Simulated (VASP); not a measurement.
Input of a VASP 6.6.1 run:

File INCAR:

```
ALGO = Normal ; EDIFF = 1E-6
ENCUT = 520 ; GGA = PE
ISIF = 2 ; ISMEAR = 0
ISYM = 0 ; LASPH = True
LCHARG = True ; LELF = True
LREAL = False ; LVHAR = True
LWAVE = False ; NBANDS = 11
NELM = 100 ; PREC = Accurate
SIGMA = 0.01
```

File KPOINTS:

```
Automatic mesh
0
Gamma
  6 6 6
  0.5 0.5 0.5
```

POSCAR

```
BP
1.0
    0.0000000000      2.2683155501      2.2683155501
    2.2683155501      0.0000000000      2.2683155501
    2.2683155501      2.2683155501      0.0000000000
B P
1 1
Direct
    0.0000000000      0.0000000000      0.0000000000
    0.2500000000      0.2500000000      0.2500000000
```

Potentials or basis: VASP PAW PBE potentials, release 64 (B, P).

The run is started by

```bash
$ cat potpaw_PBE.64/B/POTCAR potpaw_PBE.64/P/POTCAR > POTCAR
$ mpirun -np 1 vasp_std > vasp.out
```

(1) What does it give for the band gap on the k mesh?

(2) What does it give for the pressure?

Results:

(1) 1.74 eV, indirect (least direct gap 3.90 eV).

(2) 1.0 GPa.
